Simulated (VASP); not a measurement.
Write the native input for VASP 6.6.1 that does the following.

| Item | Value |
| --- | --- |
| Task | relaxation of cell and atoms |
| Functional | PBE |
| Potentials or basis | VASP PAW PBE potentials, release 64 (Ta_pv, N) |
| Cutoff | 600 eV |
| k mesh | 12 × 12 × 6 |
| Occupations | gaussian, width 0.1 eV |
| Spin | no spin polarisation |
| Dipole correction | no |
| Further INCAR settings | ALGO = Fast; EDIFF = 1e-06; IBRION = 2; EDIFFG = -0.015; NSW = 80; ISIF = 3 |

The structure of TaN lies in POSCAR:

```
TaN
1.0
    4.4248888229     -2.5547107530      0.0000000000
   -4.4248888228     -2.5547107530      0.0000000000
    0.0000000000      0.0000000000     -5.7964063884
Ta N
6 6
Direct
    0.3333333333      0.3333333333      0.0000000000
    0.3333333333      0.3333333333      0.5000000000
    0.6666666667      1.0000000000      0.0000000000
    0.6666666667      1.0000000000      0.5000000000
    0.0000000000      0.6666666667      0.0000000000
    0.0000000000      0.6666666667      0.5000000000
    0.0000000000      0.3333333333      0.2500000000
    0.0000000000      0.3333333333      0.7500000000
    0.3333333333      0.0000000000      0.2500000000
    0.3333333333      0.0000000000      0.7500000000
    0.6666666667      0.6666666667      0.2500000000
    0.6666666667      0.6666666667      0.7500000000
```

The input as run:

INCAR

```
PREC = Accurate
ENCUT = 600
EDIFF = 1E-6
ISMEAR = 0
SIGMA = 0.1
LREAL = False
LASPH = True
NELM = 80
ALGO = Fast
ISIF = 3
LWAVE = False
LCHARG = False
GGA = PE
IBRION = 2
NSW = 80
EDIFFG = -0.015
KPAR = 4
```

KPOINTS

```
Automatic mesh
0
Gamma
  12 12 6
```

Potentials or basis: VASP PAW PBE potentials, release 64 (Ta_pv, N).

Command:

```sh
$ cat potpaw_PBE.64/Ta_pv/POTCAR potpaw_PBE.64/N/POTCAR > POTCAR
$ mpirun -np 4 vasp_std > vasp.out
```

It gave:

- Relaxed volume: 10.94 Å³/atom
- Relaxed cell: a = 5.112 Å, b = 5.112 Å, c = 5.800 Å, α = 90.00°, β = 90.00°, γ = 120.00°
- Space group after relaxing (to 0.1 Å): P-6m2 (No. 187)
- Energy gained by relaxing: 0.0 meV/atom
- Ionic steps: 3
- Pressure after relaxing: 0.0 GPa
- Band gap on the k mesh: zero (bands 48 and 49 overlap by 0.26 eV)

Caveat: spin-orbit coupling is left out, which moves the levels of the heavy elements.

Run time: 16 min on 4 MPI ranks on Oxide Virtual Turin-like Processor, on a shared host, peak memory 0.63 GiB a rank.
